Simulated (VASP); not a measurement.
# In9P8 (a cell with a defect) in VASP: further runs

Runs on In9P8 (a cell with a defect). Level: PBE. Tasks: single point.

Everything below comes from runs of VASP 6.6.1. Logs are shortened: lines on timing, memory, paths and dates and some standing lists are left out, and cuts for length are marked.

**1. The cell of the first run**

The cell holds a defect, 17 atoms: a = 8.428 Å, b = 8.428 Å, c = 8.428 Å, α = 60.00°, β = 60.00°, γ = 60.00°.

**2. Single point, PBE**

Contents of INCAR:

```
SYSTEM = In9P8
PREC = Accurate
ENCUT = 520
EDIFF = 1E-6
ISMEAR = 0
SIGMA = 0.02
LREAL = Auto
LASPH = .TRUE.
NELM = 60
ALGO = Normal
ISIF = 2
LWAVE = .FALSE.
LCHARG = .FALSE.
GGA = PE
NBANDS = 92
```

Contents of KPOINTS:

```
regular mesh
0
G
  3 3 3
  0 0 0
```

Contents of POSCAR:

```
In9P8
1.0
    0.0000000000      5.9597880294     -5.9597880294
   -5.9597880294      0.0000000000     -5.9597880294
   -5.9597880294      5.9597880294      0.0000000000
In P
9 8
Direct
    0.4433310358      0.1641800002      0.4433320425
   -0.0044036801      0.9768073917      0.5222558226
    0.5262078927      0.5041448597      0.5262243363
   -0.0558389826      0.4969253076      0.5269446639
    0.5222116096     -0.0231792640     -0.0043895018
   -0.0031319067      0.9732100322     -0.0030985162
    0.5268703324      0.4969524898     -0.0558104581
    0.0242762829      0.4202732526      0.0243304794
    0.3032638059      0.5871173577      0.3033096129
    0.6287854503      0.1279050524      0.1065833209
    0.1475916586      0.0471422807      0.1476320963
    0.6546684179      0.6051683352      0.1175741480
    0.1188094269      0.6017306291      0.1188656369
    0.6280177217      0.1344421137      0.6280298027
    0.1065888580      0.1278847496      0.6288163239
    0.5946062985      0.7190301868      0.5946255945
    0.1175577045      0.6051544085      0.6547195942
```

Potentials or basis: VASP PAW PBE potentials, release 64 (In_d, P).

Command:

```bash
cat potpaw_PBE.64/In_d/POTCAR potpaw_PBE.64/P/POTCAR > POTCAR
mpirun -np 1 vasp_std > vasp.out
```

OUTCAR:

```text
SYSTEM = In9P8
   PREC = Accurate
   ENCUT = 520
   EDIFF = 1E-6
   ISMEAR = 0
   LREAL = Auto
   LASPH = .TRUE.
   NELM = 60
   ISIF = 2
   GGA = PE

 ion  position               nearest neighbor table
   1  0.443  0.164  0.443-  10 2.56  15 2.56  14 2.56   9 2.91  16 3.06   7 3.64   4 3.64   3 3.70

   2  0.996  0.977  0.522-  14 2.54  15 2.55  17 2.56  11 2.61   9 3.70   8 3.98   5 3.99   6 3.99

   3  0.526  0.504  0.526-  16 2.52  14 2.56  17 2.83  12 2.83   9 2.91   7 3.50   4 3.50   1 3.70

   4  0.944  0.497  0.527-  16 2.53  15 2.56  13 2.82  17 2.83   9 2.91   3 3.50   7 3.52   1 3.64

   5  0.522  0.977  0.996-  14 2.54  10 2.55  12 2.56  11 2.61   9 3.70   8 3.98   2 3.99   6 3.99

   6  0.997  0.973  0.997-  10 2.54  15 2.54  13 2.56  11 2.61   9 3.71   2 3.99   5 3.99   8 4.01

   7  0.527  0.497  0.944-  16 2.53  10 2.56  13 2.82  12 2.83   9 2.91   3 3.50   4 3.52   1 3.64

   8  0.024  0.420  0.024-  11 2.57  12 2.58  17 2.58  13 2.58   5 3.98   2 3.98   6 4.01
   9  0.303  0.587  0.303-  12 2.61  17 2.61  13 2.62   3 2.91   4 2.91   7 2.91   1 2.91  11 3.17
                             2 3.70   5 3.70   6 3.71
  10  0.629  0.128  0.107-   6 2.54   5 2.55   7 2.56   1 2.56
  11  0.148  0.047  0.148-   8 2.57   5 2.61   2 2.61   6 2.61   9 3.17
  12  0.655  0.605  0.118-   5 2.56   8 2.58   9 2.61   7 2.83   3 2.83
  13  0.119  0.602  0.119-   6 2.56   8 2.58   9 2.62   7 2.82   4 2.82
  14  0.628  0.134  0.628-   2 2.54   5 2.54   1 2.56   3 2.56
  15  0.107  0.128  0.629-   6 2.54   2 2.55   4 2.56   1 2.56
  16  0.595  0.719  0.595-   3 2.52   7 2.53   4 2.53   1 3.06
  17  0.118  0.605  0.655-   2 2.56   8 2.58   9 2.61   4 2.83   3 2.83

  LATTYP: Found a face centered cubic cell.
 ALAT       =    11.9195760588

  Lattice vectors:

 A1 = (   0.0000000000,   5.9597880294,  -5.9597880294)
 A2 = (  -5.9597880294,   0.0000000000,  -5.9597880294)
 A3 = (  -5.9597880294,   5.9597880294,   0.0000000000)

Analysis of symmetry for initial positions (statically):
=====================================================================
 Subroutine PRICEL returns:
 Original cell was already a primitive cell.

 Routine SETGRP: Setting up the symmetry group for a
 face centered cubic supercell.

 Subroutine GETGRP returns: Found  1 space group operations
 (whereof  1 operations were pure point group operations)
 out of a pool of 48 trial point group operations.

The static configuration has the point symmetry C_1 .

Analysis of symmetry for dynamics (positions and initial velocities):
=====================================================================
 Subroutine PRICEL returns:
 Original cell was already a primitive cell.

 Routine SETGRP: Setting up the symmetry group for a
 face centered cubic supercell.

 Subroutine GETGRP returns: Found  1 space group operations
 (whereof  1 operations were pure point group operations)
 out of a pool of 48 trial point group operations.

The dynamic configuration has the point symmetry C_1 .

 Subroutine INISYM returns: Found  1 space group operations
 (whereof  1 operations are pure point group operations),
 and found     1 'primitive' translations

----------------------------------------------------------------------------------------

                                     Primitive cell

  volume of cell :     423.3723

  direct lattice vectors                    reciprocal lattice vectors
     0.000000000  5.959788029 -5.959788029     0.083895601  0.083895601 -0.083895601
    -5.959788029  0.000000000 -5.959788029    -0.083895601 -0.083895601 -0.083895601
    -5.959788029  5.959788029  0.000000000    -0.083895601  0.083895601  0.083895601

  length of vectors
     8.428413060  8.428413060  8.428413060     0.145311444  0.145311444  0.145311444

  position of ions in fractional coordinates (direct lattice)
     0.443331036  0.164180000  0.443332043
     0.995596320  0.976807392  0.522255823
     0.526207893  0.504144860  0.526224336
     0.944161017  0.496925308  0.526944664
     0.522211610  0.976820736  0.995610498
     0.996868093  0.973210032  0.996901484
[... 9 lines left out ...]
     0.594606298  0.719030187  0.594625595
     0.117557705  0.605154408  0.654719594

  ion indices of the primitive-cell ions
   primitive index   ion index
                 1           1
                 2           2
                 3           3
                 4           4
                 5           5
                 6           6
[... 9 lines left out ...]
                16          16
                17          17

----------------------------------------------------------------------------------------

 KPOINTS: regular mesh

Automatic generation of k-mesh.
 Grid dimensions read from file:
 generate k-points for:    3    3    3

 Generating k-lattice:

  Cartesian coordinates                     Fractional coordinates (reciprocal lattice)
     0.027965200  0.027965200 -0.027965200     0.333333333  0.000000000  0.000000000
    -0.027965200 -0.027965200 -0.027965200     0.000000000  0.333333333  0.000000000
    -0.027965200  0.027965200  0.027965200     0.000000000  0.000000000  0.333333333

  Length of vectors
     0.048437148  0.048437148  0.048437148

  Shift w.r.t. Gamma in fractional coordinates (k-lattice)
     0.000000000  0.000000000  0.000000000

 Subroutine IBZKPT returns following result:
 ===========================================

 Found     14 irreducible k-points:

 Following reciprocal coordinates:
            Coordinates               Weight
  0.000000  0.000000  0.000000      1.000000
  0.333333  0.000000  0.000000      2.000000
  0.000000  0.333333  0.000000      2.000000
  0.000000  0.000000  0.333333      2.000000
  0.333333  0.333333  0.333333      2.000000
  0.333333  0.333333  0.000000      2.000000
  0.000000  0.333333  0.333333      2.000000
  0.333333  0.000000  0.333333      2.000000
 -0.333333  0.333333  0.000000      2.000000
  0.000000 -0.333333  0.333333      2.000000
  0.333333  0.000000 -0.333333      2.000000
  0.333333  0.333333 -0.333333      2.000000
 -0.333333  0.333333 -0.333333      2.000000
  0.333333 -0.333333 -0.333333      2.000000
   k-points           NKPTS =     14   k-points in BZ     NKDIM =     14   number of bands    NBANDS=     92
   number of dos      NEDOS =    301   number of ions     NIONS =     17
   total plane-waves  NPLWV = 262144
   dimension x,y,z NGX =    64 NGY =   64 NGZ =   64
   dimension x,y,z NGXF=   128 NGYF=  128 NGZF=  128
   ions per type =               9   8
   NGX,Y,Z   is equivalent  to a cutoff of  12.62, 12.62, 12.62 a.u.
   NGXF,Y,Z  is equivalent  to a cutoff of  25.25, 25.25, 25.25 a.u.
 SYSTEM =  In9P8
   PREC   = accura    normal or accurate (medium, high low for compatibility)
   ISTART =      0    job   : 0-new  1-cont  2-samecut
   ICHARG =      2    charge: 1-file 2-atom 10-const
   ISPIN  =      1    spin polarized calculation?
   LNONCOLLINEAR =      F non collinear calculations
   LSORBIT =      F    spin-orbit coupling
   LASPH  =      T    aspherical Exc in radial PAW
   ENCUT  =  520.0 eV  38.22 Ry    6.18 a.u.  15.67 15.67 15.67*2*pi/ulx,y,z
   NELM   =     60;   NELMIN=  2; NELMDL= -5     # of ELM steps
   EDIFF  = 0.1E-05   stopping-criterion for ELM
   LREAL  =      T    real-space projection
   EDIFFG = 0.1E-04   stopping-criterion for IOM
   NSW    =      0    number of steps for IOM
[... 5 lines left out ...]
   TEBEG  =    0.0;   TEEND  =   0.0 temperature during run
   PSTRESS=    0.0 pullay stress
   NELECT =     157.0000    total number of electrons
   NUPDOWN=      -1.0000    fix difference up-down
   EMIN   =  10.00;   EMAX   =-10.00  energy-range for DOS
   EFERMI =   0.00;   METHOD = LEGACY
   ISMEAR =     0;   SIGMA  =   0.02  broadening in eV -4-tet -1-fermi 0-gaus
   EFERMI_NEDOS =   21; number of points for ismear=-14 and -15
   IALGO  =     38    algorithm
   IMIX   =      4    mixing-type and parameters
     AMIX     =   0.40;   BMIX     =  1.00
     AMIX_MAG =   1.60;   BMIX_MAG =  1.00
  volume/ion in A,a.u.               =      24.90       168.06
  Fermi-wavevector in a.u.,A,eV,Ry     =   1.176162  2.222624 18.821723  1.383358
  Thomas-Fermi vector in A             =   2.312531
   LORBIT       =      0    0 simple, 1 ext, 2 COOP (PROOUT), +10 PAW based schemes
   GGA     = PE    functional components
   LHFCALC =     F    Hartree Fock is set to
   AEXX    =    0.0000 exact exchange contribution
   IVDW    =     0    specifies the selected vdW correction
   LEPSILON=     F    determine dielectric tensor
   LRPA    =     F    only Hartree local field effects (RPA)
 non-spin polarized calculation
 Gauss-broadening in eV      SIGMA  =   0.02
  energy-cutoff  :      520.00
  volume of cell :      423.37
 maximum number of plane-waves:     11527
 NGX is ok and might be reduce to    64
   NGX = 31   NGY = 31   NGZ = 31

 number of electron     157.0000006 magnetization

 Free energy of the ion-electron system (eV)
  ---------------------------------------------------
  ext. energy  EPLUGINS =         0.00000000
  ---------------------------------------------------
  free energy    TOTEN  =       -65.77004738 eV

  energy without entropy =      -65.76766605  energy(sigma->0) =      -65.76885671

 E-fermi :   6.3824     XC(G=0):  -9.4439

 val. band max:        6.3683623725   @ k =   0.0000   0.0000   0.0000
 cond. band min:       6.3893381674   @ k =   0.3333   0.0000   0.3333
 fundamental gap:      0.0209757949
 Fermi energy:         6.3823989542

 k-point     1 :       0.0000    0.0000    0.0000
  band No.  band energies     occupation
      1      -9.0996      2.00000
      2      -9.0925      2.00000
      3      -9.0873      2.00000
      4      -9.0681      2.00000
      5      -8.9871      2.00000
      6      -8.9835      2.00000
[... 82 lines left out ...]
     89       8.8448      0.00000
     90       8.8487      0.00000

 k-point     2 :       0.3333    0.0000    0.0000
  band No.  band energies     occupation
      1      -9.1571      2.00000
      2      -9.0925      2.00000
      3      -9.0682      2.00000
      4      -9.0415      2.00000
      5      -8.9691      2.00000
      6      -8.9559      2.00000
[... 1105 lines left out ...]
     89       8.7577      0.00000
     90       8.9118      0.00000

 k-point    14 :       0.3333   -0.3333   -0.3333
  band No.  band energies     occupation
      1      -9.1639      2.00000
      2      -9.1167      2.00000
      3      -9.0506      2.00000
      4      -9.0290      2.00000
      5      -8.9493      2.00000
      6      -8.9416      2.00000
[... 82 lines left out ...]
     89       8.7829      0.00000
     90       9.0291      0.00000
 [bands above 90 left out]

------------------------ aborting loop because EDIFF is reached ----------------------------------------

  FORCE on cell =-STRESS in cart. coord.  units (eV):
  Direction    XX          YY          ZZ          XY          YZ          ZX
  --------------------------------------------------------------------------------------
  -------------------------------------------------------------------------------------
  Total        9.5522712      9.9169905      9.5523454     -1.9391333     -1.9407293     -2.0096952
  in kB       36.1488755     37.5290908     36.1491560     -7.3383060     -7.3443455     -7.6053348
  external PRESSURE =      36.6090408 kB  Pullay stress =       0.0000000 kB

 VOLUME and BASIS-vectors are now :
 -----------------------------------------------------------------------------
  energy-cutoff  :      520.00
  volume of cell :      423.37
      direct lattice vectors                 reciprocal lattice vectors
     0.000000000  5.959788029 -5.959788029     0.083895601  0.083895601 -0.083895601
    -5.959788029  0.000000000 -5.959788029    -0.083895601 -0.083895601 -0.083895601
    -5.959788029  5.959788029  0.000000000    -0.083895601  0.083895601  0.083895601

 POSITION                                       TOTAL-FORCE (eV/Angst)
 -----------------------------------------------------------------------------------
     -3.62064      5.28432     -3.62064         0.020142      0.043519      0.019961
     -8.93410      9.04608    -11.75511        -0.006452     -0.006463     -0.026000
     -6.14078      6.27227     -6.14068         0.015269     -0.002875      0.015910
     -6.10205      8.76748     -8.58857        -0.032553     -0.019306      0.016281
    -11.75527      9.04590     -8.93392        -0.025039     -0.005914     -0.006391
    -11.74145     11.88244    -11.74125        -0.020632      0.008188     -0.018081
[... 9 lines left out ...]
     -7.82911      7.08757     -7.82900         0.033169      0.009814      0.032786
     -7.50858      4.60261     -4.30721        -0.000844     -0.008814     -0.013457
 -----------------------------------------------------------------------------------
    total drift:                               -0.005800     -0.025200     -0.001975

  FREE ENERGIE OF THE ION-ELECTRON SYSTEM (eV)
  ---------------------------------------------------
  free  energy   TOTEN  =       -65.7700473772 eV

  energy  without entropy=      -65.7676660474  energy(sigma->0) =      -65.76885671
```

Run time: 11 min. Hardware: 1 thread of Intel Xeon 6975P-C (Granite Rapids), shared host; peak memory 0.72 GiB.

Results:

```yaml
Free_energy: -65.7700 eV
Pressure: 3.7 GPa
Largest_force: 0.149 eV/Å
Band_gap_on_the_k_mesh: zero (an odd number of electrons rules out a gap without spin polarisation)
```

Forces on the atoms (eV/Å):
```
In   0.020  0.044  0.020
In  -0.006 -0.006 -0.026
In   0.015 -0.003  0.016
In  -0.033 -0.019  0.016
In  -0.025 -0.006 -0.006
In  -0.021  0.008 -0.018
In   0.018 -0.020 -0.034
In  -0.034 -0.027 -0.032
In   0.102  0.033  0.103
P   -0.012  0.005 -0.011
P   -0.023 -0.004 -0.023
P   -0.013 -0.009 -0.001
P   -0.014  0.004 -0.015
P    0.005 -0.005  0.004
P   -0.010  0.004 -0.012
P    0.033  0.010  0.033
P   -0.001 -0.009 -0.013
```

Stress tensor (GPa, compression positive):
```
 3.61 -0.73 -0.76
-0.73  3.75 -0.73
-0.76 -0.73  3.61
```

Caveat: spin-orbit coupling is left out, which moves the levels of the heavy elements; an odd number of electrons without spin polarisation forces a metal; a magnetic or distorted state may lie lower.

[end of part 1 of 2]

The gap in the log of VASP goes by the Fermi energy; the results here count the filled bands.